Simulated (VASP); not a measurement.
Write the native input for VASP 6.6.1 that does the following.

```
Task                   : single point
Functional             : r2SCAN
Potentials or basis    : VASP PAW PBE potentials, release 64 (Mg, O)
Cutoff                 : 520 eV
k mesh                 : 10 × 10 × 10
Occupations            : gaussian, width 0.01 eV
Spin                   : no spin polarisation
Dipole correction      : no
Further INCAR settings : ALGO = Normal; EDIFF = 1e-07; NBANDS = 11
```

The system is MgO.

```
Mg O
1.0
     2.59423   -0.02912   -0.02912
    -0.02912    2.59423   -0.02912
    -0.02912   -0.02912    2.59423
Mg O
1 1
Cartesian
  0.0000 0.0000 0.0000
  1.2680 1.2680 1.2680
```

This cell differs from its parent crystal: strain along [111] -3.3%.

One way to write it, as run:

POSCAR

```
MgO
1.0
    2.5942299532     -0.0291191753     -0.0291191753
   -0.0291191753      2.5942299532     -0.0291191753
   -0.0291191753     -0.0291191753      2.5942299532
Mg O
1 1
Direct
    0.0000000000      0.0000000000      0.0000000000
    0.5000000000      0.5000000000      0.5000000000
```

INCAR.step1

```
ALGO     = Normal         # electronic algorithm
EDIFF    = 1E-4           # SCF threshold, eV
ENCUT    = 520            # plane-wave cutoff, eV
GGA      = PE             # functional
ISMEAR   = 0              # smearing method
LASPH    = T              # aspherical terms in the spheres
LCHARG   = F              # write CHGCAR
LREAL    = F              # projectors in reciprocal space
LWAVE    = T              # write WAVECAR
NBANDS   = 11             # bands
NELM     = 60             # most SCF steps
PREC     = Accurate       # precision mode
SIGMA    = 0.01           # smearing width, eV
```

INCAR.step2

```
ALGO     = Normal         # electronic algorithm
EDIFF    = 1E-7           # SCF threshold, eV
ENCUT    = 520            # plane-wave cutoff, eV
ISIF     = 2              # what is computed and relaxed
ISMEAR   = 0              # smearing method
ISTART   = 1            
LASPH    = T              # aspherical terms in the spheres
LCHARG   = F              # write CHGCAR
LMIXTAU  = T            
LREAL    = F              # projectors in reciprocal space
LWAVE    = F              # write WAVECAR
METAGGA  = R2SCAN         # meta-GGA
NBANDS   = 11             # bands
NELM     = 60             # most SCF steps
PREC     = Accurate       # precision mode
SIGMA    = 0.01           # smearing width, eV
```

KPOINTS

```
k-points
0
Gamma
  10 10 10
```

Potentials or basis: VASP PAW PBE potentials, release 64 (Mg, O).

The run is started by

```sh
$ cat potpaw_PBE.64/Mg/POTCAR potpaw_PBE.64/O/POTCAR > POTCAR
$ cp INCAR.step1 INCAR
$ mpirun -np 1 vasp_std > vasp.out
$ cp INCAR.step2 INCAR
$ mpirun -np 1 vasp_std > vasp.out
```

It gave:

| Quantity | Value |
| --- | --- |
| Pressure | 4.6 GPa |
| Band gap on the k mesh | 3.80 eV, indirect (least direct gap 4.82 eV) |

Caveat: the cell differs from its parent crystal (strain along [111] -3.3%); the PAW data sets were made with another functional, which shifts forces and pressure a little.

It took 72 s on 1 thread of Intel(R) Xeon(R) Platinum 8488C (Sapphire Rapids) (shared host), peak memory 0.15 GiB.
